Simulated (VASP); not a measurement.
# HgTe: single point with r2SCAN

The system is HgTe.

```xyz
2
Lattice="0.0000 3.0874 3.0874 3.0874 0.0000 3.0874 3.0874 3.0874 0.0000" Properties=species:S:1:pos:R:3 pbc="T T T"
Hg    0.0000    0.0000    0.0000
Te    3.0874    3.0874    3.0874
```

| Item | Value |
| --- | --- |
| Program | VASP 6.6.1 |
| Task | single point |
| Functional | r2SCAN |
| Potentials or basis | VASP PAW PBE potentials, release 64 (Hg, Te) |
| Cutoff | 520 eV |
| k mesh | 10 × 10 × 10 |
| Occupations | fermi-dirac, width 0.1 eV |
| Spin | no spin polarisation |

The pressure is -1.8 GPa. The band gap on the k mesh is zero (band 9 reaches 4.02 eV, above the bottom of band 10 at 1.58 eV).

Levels at points of the mesh, in eV from the Fermi level:
```tsv
k point	band 6	band 7	band 8	band 9	band 10	band 11	band 12	band 13
(0.00, 0.00, 0.00)	-6.78	-0.77	-0.70	-0.70	-0.70	8.08	8.08	8.08
(0.50, 0.00, 0.00)	-6.63	-5.52	0.23	0.23	3.13	3.78	4.35	4.35
(0.50, 0.50, 0.00)	-5.98	-4.12	-2.60	-2.20	-2.20	5.27	9.60	9.60
```

Run time: 47 s on 1 thread of Intel(R) Xeon(R) 6975P-C (Granite Rapids) (shared host), peak memory 0.21 GiB.

Caveat: the PAW data sets were made with another functional, which shifts forces and pressure a little; spin-orbit coupling is left out, which moves the levels of the heavy elements.
